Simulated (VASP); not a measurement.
# BaF2 (Fm-3m) in VASP: notebook, part 2 of 2

VASP 6.6.1. Earlier steps stand in the parts before.

### Step 3. Single point, HSE06

POSCAR reads:

```
BaF2
1.0
    0.0000000000      3.0971612412      3.0971612412
    3.0971612412      0.0000000000      3.0971612412
    3.0971612412      3.0971612412      0.0000000000
Ba F
1 2
Direct
    0.0000000000      0.0000000000      0.0000000000
    0.2500000000      0.2500000000      0.2500000000
    0.7500000000      0.7500000000      0.7500000000
```

INCAR.step1 reads:

```
SYSTEM = BaF2
PREC = Accurate ; ENCUT = 520
EDIFF = 1E-5 ; ISMEAR = 1
SIGMA = 0.5 ; LREAL = .FALSE.
LASPH = .TRUE. ; NELM = 120
ALGO = Normal ; ISIF = 2
LWAVE = .TRUE. ; LCHARG = .FALSE.
GGA = PE ; NBANDS = 19
GGA_COMPAT = .FALSE.
```

INCAR.step2 reads:

```
SYSTEM = BaF2
PREC = Accurate ; ENCUT = 520
EDIFF = 1E-6 ; ISMEAR = 1
SIGMA = 0.5 ; LREAL = .FALSE.
LASPH = .TRUE. ; NELM = 120
ALGO = Normal ; ISIF = 2
LWAVE = .FALSE. ; LCHARG = .FALSE.
GGA = PE ; LHFCALC = .TRUE.
HFSCREEN = 0.2079 ; PRECFOCK = Normal
ISTART = 1 ; NBANDS = 19
GGA_COMPAT = .FALSE.
```

KPOINTS reads:

```
regular mesh
0
G
  4 4 4
  0 0 0
```

Potentials or basis: VASP PAW PBE potentials, release 64 (Ba_sv, F).

On the command line:

```bash
$ cat potpaw_PBE.64/Ba_sv/POTCAR potpaw_PBE.64/F/POTCAR > POTCAR
$ cp INCAR.step1 INCAR
$ mpirun -np 1 vasp_std > vasp.out
$ cp INCAR.step2 INCAR
$ mpirun -np 1 vasp_std > vasp.out
```

OUTCAR:

```text
SYSTEM = BaF2
   PREC = Accurate
   ENCUT = 520
   EDIFF = 1E-6
   ISMEAR = 1
   LREAL = .FALSE.
   LASPH = .TRUE.
   NELM = 120
   ISIF = 2
   GGA = PE
   LHFCALC = .TRUE.
   HFSCREEN = 0.2079
   PRECFOCK = Normal
   ISTART = 1

 ion  position               nearest neighbor table
   1  0.000  0.000  0.000-   3 2.68   3 2.68   3 2.68   2 2.68   3 2.68   2 2.68   2 2.68   2 2.68

   2  0.250  0.250  0.250-   1 2.68   1 2.68   1 2.68   1 2.68
   3  0.750  0.750  0.750-   1 2.68   1 2.68   1 2.68   1 2.68

  LATTYP: Found a face centered cubic cell.
 ALAT       =     6.1943224824

  Lattice vectors:

 A1 = (   0.0000000000,   3.0971612412,   3.0971612412)
 A2 = (   3.0971612412,   0.0000000000,   3.0971612412)
 A3 = (   3.0971612412,   3.0971612412,   0.0000000000)

Analysis of symmetry for initial positions (statically):
=====================================================================
 Subroutine PRICEL returns:
 Original cell was already a primitive cell.

[... 159 lines left out ...]
  free energy    TOTEN  =       -20.30379813 eV

  energy without entropy =      -20.41980830  energy(sigma->0) =      -20.34246819

 E-fermi :  -3.3679     XC(G=0):  -7.1961

 val. band max:       -3.6058873843   @ k =  -0.2500   0.2500   0.0000
 cond. band min:       5.0859826360   @ k =   0.0000   0.0000   0.0000
 fundamental gap:      8.6918700203
 Fermi energy:        -3.3678793116

 k-point     1 :       0.0000    0.0000    0.0000
  band No.  band energies     occupation
      1     -27.6781      2.00000
      2     -24.1582      2.00000
      3     -23.9984      2.00000
      4     -11.3638      2.00000
      5     -11.3638      2.00000
      6     -11.3638      2.00000
[... 153 lines left out ...]
      6     -11.5023      2.00000
[... 11 lines left out ...]
     18      13.4109      0.00000
     19      13.6172      0.00000

------------------------ aborting loop because EDIFF is reached ----------------------------------------

  FORCE on cell =-STRESS in cart. coord.  units (eV):
  Direction    XX          YY          ZZ          XY          YZ          ZX
  --------------------------------------------------------------------------------------
  -------------------------------------------------------------------------------------
  Total        0.4305499      0.4305499      0.4305499      0.0000000      0.0000000     -0.0000000
  in kB       11.6094755     11.6094755     11.6094755      0.0000000      0.0000000     -0.0000000
  external PRESSURE =      11.6094755 kB  Pullay stress =       0.0000000 kB

 VOLUME and BASIS-vectors are now :
 -----------------------------------------------------------------------------
  energy-cutoff  :      520.00
  volume of cell :       59.42
      direct lattice vectors                 reciprocal lattice vectors
     0.000000000  3.097161241  3.097161241    -0.161438156  0.161438156  0.161438156
     3.097161241  0.000000000  3.097161241     0.161438156 -0.161438156  0.161438156
     3.097161241  3.097161241  0.000000000     0.161438156  0.161438156 -0.161438156

 POSITION                                       TOTAL-FORCE (eV/Angst)
 -----------------------------------------------------------------------------------
      0.00000      0.00000      0.00000        -0.000000     -0.000000     -0.000000
      1.54858      1.54858      1.54858         0.000000      0.000000     -0.000000
      4.64574      4.64574      4.64574        -0.000000     -0.000000      0.000000
 -----------------------------------------------------------------------------------
    total drift:                               -0.000006     -0.000006     -0.000006

  FREE ENERGIE OF THE ION-ELECTRON SYSTEM (eV)
  ---------------------------------------------------
  free  energy   TOTEN  =       -20.3037981292 eV

  energy  without entropy=      -20.4198083009  energy(sigma->0) =      -20.34246819
```

Wall time 23 min (1 thread of AMD EPYC 7R43 (Zen 3), shared host); peak memory 0.28 GiB.

Results:

- Free energy: -20.3038 eV
- Pressure: 1.2 GPa
- Band gap on the k mesh: 8.69 eV (least direct gap 8.79 eV)

Caveat: the k points lie up to 0.44 Å⁻¹ apart; so wide a smearing shifts energies and pressures; the PAW data sets were made with another functional, which shifts forces and pressure a little; spin-orbit coupling is left out, which moves the levels of the heavy elements. A k mesh can miss the band edges.

### Step 4. Single point, HSE06

POSCAR is that of step 3.

INCAR.step1 reads:

```
SYSTEM = BaF2
PREC     = Accurate       ! precision mode
ENCUT    = 520            ! plane-wave cutoff, eV
EDIFF    = 1E-5           ! SCF threshold, eV
ISMEAR   = 0              ! smearing method
SIGMA    = 0.01           ! smearing width, eV
LREAL    = .False.        ! projectors in reciprocal space
LASPH    = .True.         ! aspherical terms in the spheres
NELM     = 120            ! most SCF steps
ALGO     = Normal         ! electronic algorithm
ISIF     = 2              ! what is computed and relaxed
LWAVE    = .True.         ! write WAVECAR
GGA      = PE             ! functional
NBANDS   = 19             ! bands
GGA_COMPAT= .False.
```

INCAR.step2 reads:

```
SYSTEM = BaF2
PREC     = Accurate       ! precision mode
ENCUT    = 520            ! plane-wave cutoff, eV
EDIFF    = 1E-6           ! SCF threshold, eV
ISMEAR   = 0              ! smearing method
SIGMA    = 0.01           ! smearing width, eV
LREAL    = .False.        ! projectors in reciprocal space
LASPH    = .True.         ! aspherical terms in the spheres
NELM     = 120            ! most SCF steps
ALGO     = Normal         ! electronic algorithm
ISIF     = 2              ! what is computed and relaxed
LWAVE    = .False.        ! write WAVECAR
LCHARG   = .True.         ! write CHGCAR
GGA      = PE             ! functional
LHFCALC  = .True.         ! exact exchange
HFSCREEN = 0.2079         ! screening, 1/A
PRECFOCK = Normal       
LELF     = .True.         ! ELF
LVHAR    = .True.       
ISTART   = 1            
NBANDS   = 19             ! bands
GGA_COMPAT= .False.
```

KPOINTS reads:

```
regular mesh
0
Gamma
  4 4 4
  0 0 0
```

On the command line:

```bash
$ cat potpaw_PBE.64/Ba_sv/POTCAR potpaw_PBE.64/F/POTCAR > POTCAR
$ cp INCAR.step1 INCAR
$ mpirun -np 1 vasp_std > vasp.out
$ cp INCAR.step2 INCAR
$ mpirun -np 1 vasp_std > vasp.out
```

It took 21 min on 1 thread of AMD EPYC 7R43 (Zen 3), shared host; peak memory 0.27 GiB.

Results (log left out):

```
Free energy            : -20.3746 eV
Pressure               : 1.4 GPa
Band gap on the k mesh : 8.70 eV (least direct gap 8.79 eV)
```

Levels at points of the mesh, in eV from the valence-band top:
| k point | band 10 | band 11 | band 12 | band 13 | band 14 | band 15 |
| --- | --- | --- | --- | --- | --- | --- |
| (0.00, 0.00, 0.00) | -0.09 | -0.09 | -0.09 | 8.70 | 11.30 | 11.30 |
| (0.50, 0.00, 0.00) | -0.36 | -0.17 | -0.17 | 11.24 | 11.28 | 11.28 |
| (0.50, 0.50, 0.00) | -0.30 | -0.30 | -0.17 | 9.17 | 11.14 | 12.88 |

Caveat: the k points lie up to 0.44 Å⁻¹ apart; the PAW data sets were made with another functional, which shifts forces and pressure a little; spin-orbit coupling is left out, which moves the levels of the heavy elements.

### Step 5. Summary

| level | smearing | share of exact exchange | screening parameter | gap on the mesh (eV) | pressure (GPa) |
| --- | --- | --- | --- | --- | --- |
| PBE-based screened hybrid with 40 % exact exchange | gaussian 0.01 eV | 0.4 | 0.1 1/Å | 10.50 | 0.6 |
| HSE06 | methfessel-paxton 0.5 eV | 0.25 | 0.2079 1/Å | 8.69 | 1.2 |
| HSE06 | gaussian 0.01 eV | 0.25 | 0.2079 1/Å | 8.70 | 1.4 |

Alike in all rows: task single point; potentials or basis VASP PAW PBE potentials, release 64 (Ba_sv, F); no spin polarisation; cell as given; k mesh 4 × 4 × 4; cutoff (eV) 520.

Caveats: all runs use coarse meshes; the PAW data sets were made with another functional, which shifts forces and pressure a little; spin-orbit coupling is left out, which moves the levels of the heavy elements; so wide a smearing shifts energies and pressures (at least some runs).

Absolute energies hang on the potentials; compare differences alone.
